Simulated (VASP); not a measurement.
# Cd2P (P4/nmm) in VASP: single point with r2SCAN

Aim: the single point of Cd2P with r2SCAN.

Everything below comes from runs of VASP 6.6.1. Logs are shortened: lines on timing, memory, paths and dates and some standing lists are left out, and cuts for length are marked.

## (1) The cell of the first run

It takes space group P4/nmm (No. 129, tetragonal). Conventional cell: a = 4.408 Å, b = 4.408 Å, c = 6.749 Å, α = 90.00°, β = 90.00°, γ = 90.00°. Cd (site symmetry -4m2) has 4 P at 2.76 Å and 8 Cd at 3.12 to 3.28 Å within 3.6 Å. Within 3.7 Å of Cd (site symmetry 4mm) lie 5 P at 2.65 to 3.21 Å and 8 Cd at 3.28 to 3.64 Å. P (site symmetry 4mm) has 9 Cd at 2.65 to 3.21 Å within 3.5 Å.

## (2) Single point, r2SCAN

Contents of POSCAR:

```
Cd2P
1.0
    4.4078661128      0.0000000000      0.0000000000
    0.0000000000      4.4078661128      0.0000000000
    0.0000000000      0.0000000000      6.7487208503
Cd P
4 2
Direct
    0.0000000000      0.0000000000      0.0000000000
    0.5000000000      0.5000000000      0.0000000000
    0.0000000000      0.5000000000      0.3608024892
    0.5000000000      0.0000000000      0.6391975108
    0.0000000000      0.5000000000      0.7541259388
    0.5000000000      0.0000000000      0.2458740612
```

Contents of INCAR.step1:

```
SYSTEM = Cd2P
PREC = Accurate
ENCUT = 520
ISMEAR = 0
SIGMA = 0.1
LREAL = .FALSE.
LASPH = .TRUE.
NELM = 80
NBANDS = 38
GGA = PE
ALGO = Normal
EDIFF = 1E-4
LWAVE = .TRUE.
LCHARG = .FALSE.
```

Contents of INCAR.step2:

```
SYSTEM = Cd2P
PREC = Accurate
ENCUT = 520
EDIFF = 1E-6
ISMEAR = 0
SIGMA = 0.1
LREAL = .FALSE.
LASPH = .TRUE.
NELM = 80
ALGO = Normal
ISIF = 2
LWAVE = .FALSE.
LCHARG = .TRUE.
METAGGA = R2SCAN
LMIXTAU = .TRUE.
LELF = .TRUE.
LVHAR = .TRUE.
NBANDS = 38
ISTART = 1
```

Contents of KPOINTS:

```
Automatic mesh
0
G
  8 8 6
  0 0 0
```

Potentials or basis: VASP PAW PBE potentials, release 64 (Cd, P).

On the command line:

```
$ cat potpaw_PBE.64/Cd/POTCAR potpaw_PBE.64/P/POTCAR > POTCAR
$ cp INCAR.step1 INCAR
$ mpirun -np 1 vasp_std > vasp.out
$ cp INCAR.step2 INCAR
$ mpirun -np 1 vasp_std > vasp.out
```

OUTCAR:

```text
SYSTEM = Cd2P
   PREC = Accurate
   ENCUT = 520
   EDIFF = 1E-6
   ISMEAR = 0
   LREAL = .FALSE.
   LASPH = .TRUE.
   NELM = 80
   ISIF = 2
   METAGGA = R2SCAN
   ISTART = 1

 ion  position               nearest neighbor table
   1  0.000  0.000  0.000-   5 2.76   6 2.76   5 2.76   6 2.76   2 3.12   2 3.12   2 3.12   2 3.12
                             3 3.28   4 3.28   3 3.28   4 3.28
   2  0.500  0.500  0.000-   5 2.76   6 2.76   6 2.76   5 2.76   1 3.12   1 3.12   1 3.12   1 3.12
                             3 3.28   3 3.28   4 3.28   4 3.28
   3  0.000  0.500  0.361-   5 2.65   6 3.21   6 3.21   6 3.21   6 3.21   1 3.28   2 3.28   2 3.28
                             1 3.28   4 3.64   4 3.64   4 3.64   4 3.64
   4  0.500  0.000  0.639-   6 2.65   5 3.21   5 3.21   5 3.21   5 3.21   1 3.28   1 3.28   2 3.28
                             2 3.28   3 3.64   3 3.64   3 3.64   3 3.64
   5  0.000  0.500  0.754-   3 2.65   2 2.76   1 2.76   1 2.76   2 2.76   4 3.21   4 3.21   4 3.21
                             4 3.21
   6  0.500  0.000  0.246-   4 2.65   2 2.76   1 2.76   2 2.76   1 2.76   3 3.21   3 3.21   3 3.21
                             3 3.21

  LATTYP: Found a simple tetragonal cell.
 ALAT       =     4.4078661128
 C/A-ratio  =     1.5310630309

  Lattice vectors:

 A1 = (   4.4078661128,   0.0000000000,   0.0000000000)
 A2 = (   0.0000000000,   4.4078661128,   0.0000000000)
 A3 = (   0.0000000000,   0.0000000000,   6.7487208503)

Analysis of symmetry for initial positions (statically):
=====================================================================
 Subroutine PRICEL returns:
 Original cell was already a primitive cell.

 Routine SETGRP: Setting up the symmetry group for a
 simple tetragonal supercell.

 Subroutine GETGRP returns: Found 16 space group operations
 (whereof  8 operations were pure point group operations)
 out of a pool of 16 trial point group operations.

The static configuration has the point symmetry D_2d.
 The point group associated with its full space group is D_4h.

Analysis of symmetry for dynamics (positions and initial velocities):
=====================================================================
 Subroutine PRICEL returns:
 Original cell was already a primitive cell.

 Routine SETGRP: Setting up the symmetry group for a
 simple tetragonal supercell.

 Subroutine GETGRP returns: Found 16 space group operations
 (whereof  8 operations were pure point group operations)
 out of a pool of 16 trial point group operations.

The dynamic configuration has the point symmetry D_2d.
 The point group associated with its full space group is D_4h.

 Subroutine INISYM returns: Found 16 space group operations
 (whereof  8 operations are pure point group operations),
 and found     1 'primitive' translations

----------------------------------------------------------------------------------------

                                     Primitive cell

  volume of cell :     131.1228

  direct lattice vectors                    reciprocal lattice vectors
     4.407866113  0.000000000  0.000000000     0.226867145  0.000000000  0.000000000
     0.000000000  4.407866113  0.000000000     0.000000000  0.226867145  0.000000000
     0.000000000  0.000000000  6.748720850     0.000000000  0.000000000  0.148176228

  length of vectors
     4.407866113  4.407866113  6.748720850     0.226867145  0.226867145  0.148176228

  position of ions in fractional coordinates (direct lattice)
     0.000000000  0.000000000  0.000000000
     0.500000000  0.500000000  0.000000000
     0.000000000  0.500000000  0.360802489
     0.500000000  0.000000000  0.639197511
     0.000000000  0.500000000  0.754125939
     0.500000000  0.000000000  0.245874061

  ion indices of the primitive-cell ions
   primitive index   ion index
                 1           1
                 2           2
                 3           3
                 4           4
                 5           5
                 6           6

----------------------------------------------------------------------------------------

 KPOINTS: Automatic mesh

Automatic generation of k-mesh.
 Grid dimensions read from file:
 generate k-points for:    8    8    6

 Generating k-lattice:

  Cartesian coordinates                     Fractional coordinates (reciprocal lattice)
     0.028358393  0.000000000  0.000000000     0.125000000  0.000000000  0.000000000
     0.000000000  0.028358393  0.000000000     0.000000000  0.125000000  0.000000000
     0.000000000  0.000000000  0.024696038     0.000000000  0.000000000  0.166666667

  Length of vectors
     0.028358393  0.028358393  0.024696038

  Shift w.r.t. Gamma in fractional coordinates (k-lattice)
     0.000000000  0.000000000  0.000000000

 Subroutine IBZKPT returns following result:
 ===========================================

 Found     60 irreducible k-points:

 Following reciprocal coordinates:
            Coordinates               Weight
  0.000000  0.000000  0.000000      1.000000
  0.125000  0.000000  0.000000      4.000000
  0.250000  0.000000  0.000000      4.000000
  0.375000  0.000000  0.000000      4.000000
  0.500000  0.000000  0.000000      2.000000
  0.125000  0.125000  0.000000      4.000000
[... 16 lines left out ...]
  0.375000  0.125000  0.166667     16.000000
  0.500000  0.125000  0.166667      8.000000
 [... further k-points ...]
   k-points           NKPTS =     60   k-points in BZ     NKDIM =     60   number of bands    NBANDS=     38
   number of dos      NEDOS =    301   number of ions     NIONS =      6
   total plane-waves  NPLWV =  64800
   dimension x,y,z NGX =    36 NGY =   36 NGZ =   50
   dimension x,y,z NGXF=    72 NGYF=   72 NGZF=  100
   ions per type =               4   2
   NGX,Y,Z   is equivalent  to a cutoff of  13.58, 13.58, 12.32 a.u.
   NGXF,Y,Z  is equivalent  to a cutoff of  27.16, 27.16, 24.63 a.u.
 SYSTEM =  Cd2P
   PREC   = accura    normal or accurate (medium, high low for compatibility)
   ISTART =      1    job   : 0-new  1-cont  2-samecut
   ICHARG =      0    charge: 1-file 2-atom 10-const
   ISPIN  =      1    spin polarized calculation?
   LNONCOLLINEAR =      F non collinear calculations
   LSORBIT =      F    spin-orbit coupling
   LASPH  =      T    aspherical Exc in radial PAW
   ENCUT  =  520.0 eV  38.22 Ry    6.18 a.u.   8.20  8.20 12.55*2*pi/ulx,y,z
   NELM   =     80;   NELMIN=  2; NELMDL=  0     # of ELM steps
   EDIFF  = 0.1E-05   stopping-criterion for ELM
   LREAL  =      F    real-space projection
   EDIFFG = 0.1E-04   stopping-criterion for IOM
   NSW    =      0    number of steps for IOM
   IBRION =     -1    ionic relax: 0-MD 1-quasi-New 2-CG
   NFREE  =      0    steps in history (QN), initial steepest desc. (CG)
   ISIF   =      2    stress and relaxation
   ISYM   =      2    0-nonsym 1-usesym 2-fastsym
   POTIM  = 0.5000    time-step for ionic-motion
   TEBEG  =    0.0;   TEEND  =   0.0 temperature during run
   PSTRESS=    0.0 pullay stress
   NELECT =      58.0000    total number of electrons
   NUPDOWN=      -1.0000    fix difference up-down
   EMIN   =  10.00;   EMAX   =-10.00  energy-range for DOS
   EFERMI =   0.00;   METHOD = LEGACY
   ISMEAR =     0;   SIGMA  =   0.10  broadening in eV -4-tet -1-fermi 0-gaus
   EFERMI_NEDOS =   21; number of points for ismear=-14 and -15
   IALGO  =     38    algorithm
   IMIX   =      4    mixing-type and parameters
     AMIX     =   0.40;   BMIX     =  1.00
     AMIX_MAG =   1.60;   BMIX_MAG =  1.00
  volume/ion in A,a.u.               =      21.85       147.48
  Fermi-wavevector in a.u.,A,eV,Ry     =   1.247359  2.357166 21.169360  1.555904
  Thomas-Fermi vector in A             =   2.381495
   LORBIT       =      0    0 simple, 1 ext, 2 COOP (PROOUT), +10 PAW based schemes
   METAGGA = R2SCAN    functional components
   LHFCALC =     F    Hartree Fock is set to
   AEXX    =    0.0000 exact exchange contribution
   IVDW    =     0    specifies the selected vdW correction
   LEPSILON=     F    determine dielectric tensor
   LRPA    =     F    only Hartree local field effects (RPA)
 non-spin polarized calculation
 Gauss-broadening in eV      SIGMA  =   0.10
  energy-cutoff  :      520.00
  volume of cell :      131.12
 maximum number of plane-waves:      3576
 NGX is ok and might be reduce to    36
   NGX = 17   NGY = 17   NGZ = 25

 number of electron      57.9999990 magnetization

 Free energy of the ion-electron system (eV)
  ---------------------------------------------------
  ext. energy  EPLUGINS =         0.00000000
  ---------------------------------------------------
  free energy    TOTEN  =       -97.35055390 eV

  energy without entropy =      -97.33484800  energy(sigma->0) =      -97.34270095

 E-fermi :   3.8096     XC(G=0): -10.9920

 val. band max:        3.7894967918   @ k =   0.3750   0.1250   0.5000
 cond. band min:       3.8247342338   @ k =   0.3750   0.2500   0.1667
 fundamental gap:      0.0352374420
 Fermi energy:         3.8096082922

 k-point     1 :       0.0000    0.0000    0.0000
  band No.  band energies     occupation
      1      -8.6379      2.00000
      2      -8.0963      2.00000
      3      -6.5664      2.00000
      4      -6.3739      2.00000
      5      -6.3739      2.00000
      6      -6.2923      2.00000
[... 30 lines left out ...]
     37       9.7252      0.00000
     38      10.3061      0.00000

 k-point     2 :       0.1250    0.0000    0.0000
  band No.  band energies     occupation
      1      -8.5721      2.00000
      2      -8.0740      2.00000
      3      -6.5306      2.00000
      4      -6.3567      2.00000
      5      -6.3448      2.00000
      6      -6.2568      2.00000
[... 30 lines left out ...]
     37       9.4584      0.00000
     38       9.5116      0.00000

 k-point     3 :       0.2500    0.0000    0.0000
  band No.  band energies     occupation
      1      -8.4001      2.00000
      2      -8.0251      2.00000
      3      -6.4268      2.00000
      4      -6.3051      2.00000
      5      -6.2478      2.00000
      6      -6.1640      2.00000
[... 30 lines left out ...]
     37       8.7248      0.00000
     38       9.0038      0.00000

 k-point     4 :       0.3750    0.0000    0.0000
  band No.  band energies     occupation
      1      -8.1954      2.00000
      2      -7.9976      2.00000
      3      -6.2770      2.00000
      4      -6.2073      2.00000
      5      -6.1037      2.00000
      6      -6.0835      2.00000
[... 30 lines left out ...]
     37       8.2147      0.00000
     38       9.9723      0.00000
[... 703 lines left out ...]
      4      -6.2751      2.00000
      5      -6.2050      2.00000
      6      -6.1485      2.00000
[... 30 lines left out ...]
     37       8.5939      0.00000
     38       9.4583      0.00000

 k-point    23 :       0.3750    0.1250    0.1667
  band No.  band energies     occupation
      1      -8.1486      2.00000
      2      -7.9882      2.00000
      3      -6.3130      2.00000
      4      -6.1923      2.00000
      5      -6.1497      2.00000
      6      -6.0574      2.00000
[... 30 lines left out ...]
     37       8.8597      0.00000
     38       9.8485      0.00000

 k-point    24 :       0.5000    0.1250    0.1667
  band No.  band energies     occupation
      1      -8.0275      2.00000
      2      -8.0275      2.00000
      3      -6.1659      2.00000
      4      -6.1659      2.00000
      5      -6.0815      2.00000
      6      -6.0815      2.00000
[... 30 lines left out ...]
     37       9.2516      0.00000
     38       9.2516      0.00000

 [... further k-points ...]

------------------------ aborting loop because EDIFF is reached ----------------------------------------

  FORCE on cell =-STRESS in cart. coord.  units (eV):
  Direction    XX          YY          ZZ          XY          YZ          ZX
  --------------------------------------------------------------------------------------
  -------------------------------------------------------------------------------------
  Total        0.2428489      0.2428489      0.3073791      0.0000000     -0.0000000      0.0000000
  in kB        2.9673475      2.9673475      3.7558364      0.0000000     -0.0000000      0.0000000
  external PRESSURE =       3.2301771 kB  Pullay stress =       0.0000000 kB

 VOLUME and BASIS-vectors are now :
 -----------------------------------------------------------------------------
  energy-cutoff  :      520.00
  volume of cell :      131.12
      direct lattice vectors                 reciprocal lattice vectors
     4.407866113  0.000000000  0.000000000     0.226867145  0.000000000  0.000000000
     0.000000000  4.407866113  0.000000000     0.000000000  0.226867145  0.000000000
     0.000000000  0.000000000  6.748720850     0.000000000  0.000000000  0.148176228

 POSITION                                       TOTAL-FORCE (eV/Angst)
 -----------------------------------------------------------------------------------
      0.00000      0.00000      0.00000        -0.000000      0.000000      0.000000
      2.20393      2.20393      0.00000         0.000000     -0.000000      0.000000
      0.00000      2.20393      2.43496         0.000000      0.000000     -0.003162
      2.20393      0.00000      4.31377        -0.000000     -0.000000      0.003162
      0.00000      2.20393      5.08939        -0.000000     -0.000000     -0.014047
      2.20393      0.00000      1.65934        -0.000000     -0.000000      0.014047
 -----------------------------------------------------------------------------------
    total drift:                                0.000000      0.000000     -0.000000

  FREE ENERGIE OF THE ION-ELECTRON SYSTEM (eV)
  ---------------------------------------------------
  free  energy   TOTEN  =       -97.3505539020 eV

  energy  without entropy=      -97.3348480036  energy(sigma->0) =      -97.34270095
```

It took 8.3 min on 1 thread of Intel Xeon Platinum 8488C (Sapphire Rapids), shared host; peak memory 0.41 GiB.

What came out:

- Free energy: -97.3506 eV
- Pressure: 0.3 GPa
- Largest force: 0.014 eV/Å
- Band gap on the k mesh: zero (bands 29 and 30 overlap by 3.27 eV)

Forces on the atoms (eV/Å):
```
Cd   0.000  0.000  0.000
Cd   0.000  0.000  0.000
Cd   0.000  0.000 -0.003
Cd   0.000  0.000  0.003
P    0.000  0.000 -0.014
P    0.000  0.000  0.014
```

Levels at points of the mesh, in eV from the Fermi level:
| k point | band 27 | band 28 | band 29 | band 30 | band 31 | band 32 |
| --- | --- | --- | --- | --- | --- | --- |
| (0.00, 0.00, 0.00) | -2.41 | -1.21 | -1.21 | -1.11 | 0.83 | 2.95 |
| (0.50, 0.00, 0.00) | -1.72 | -1.72 | 0.98 | 0.98 | 1.65 | 1.65 |
| (0.50, 0.50, 0.00) | -3.29 | -3.29 | -2.29 | -2.29 | 0.40 | 0.40 |
| (0.00, 0.00, 0.50) | -1.97 | -1.97 | -0.93 | -0.57 | 0.92 | 1.96 |
| (0.50, 0.00, 0.50) | -1.58 | -1.58 | -0.73 | -0.73 | 2.29 | 2.29 |
| (0.50, 0.50, 0.50) | -4.39 | -4.39 | 0.13 | 0.13 | 2.08 | 2.08 |

Caveat: the PAW data sets were made with another functional, which shifts forces and pressure a little.

The gap in the log of VASP goes by the Fermi energy; the results here count the filled bands.